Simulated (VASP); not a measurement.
Crystal: K2ZrO2.

```
K Zr O
1.0
     6.11310    0.00000    0.00000
     0.00000    6.11310    0.00000
     0.00000    0.00000    5.33465
K Zr O
4 2 4
Direct
  0.83346 0.33346 0.50000
  0.66654 0.83346 0.50000
  0.33346 0.16654 0.50000
  0.16654 0.66654 0.50000
  0.50000 0.50000 0.00000
  0.00000 0.00000 0.00000
  0.73655 0.23655 0.00000
  0.76345 0.73655 0.00000
  0.26345 0.76345 0.00000
  0.23655 0.26345 0.00000
```

Base run:

* Program: VASP 6.6.1
* Functional: PBE
* Potentials or basis: VASP PAW PBE potentials, release 64 (K_sv, Zr_sv, O)
* Cutoff: 520 eV
* k mesh: 4 × 4 × 4
* Occupations: gaussian, width 0.1 eV
* Spin: no spin polarisation

Its results: band gap on the k mesh 0.07 eV, indirect (least direct gap 0.12 eV); pressure 0.2 GPa; largest force 0.014 eV/Å.

Problem. The run is repeated on the same cell with these changes: k mesh from 4 × 4 × 4 to 2 × 2 × 4. What comes out?

Solution. Band gap on the k mesh 0.31 eV, indirect (least direct gap 0.47 eV); pressure 0.2 GPa; largest force 0.005 eV/Å.

Caveats: some runs use coarse meshes.

A k mesh can miss the band edges.
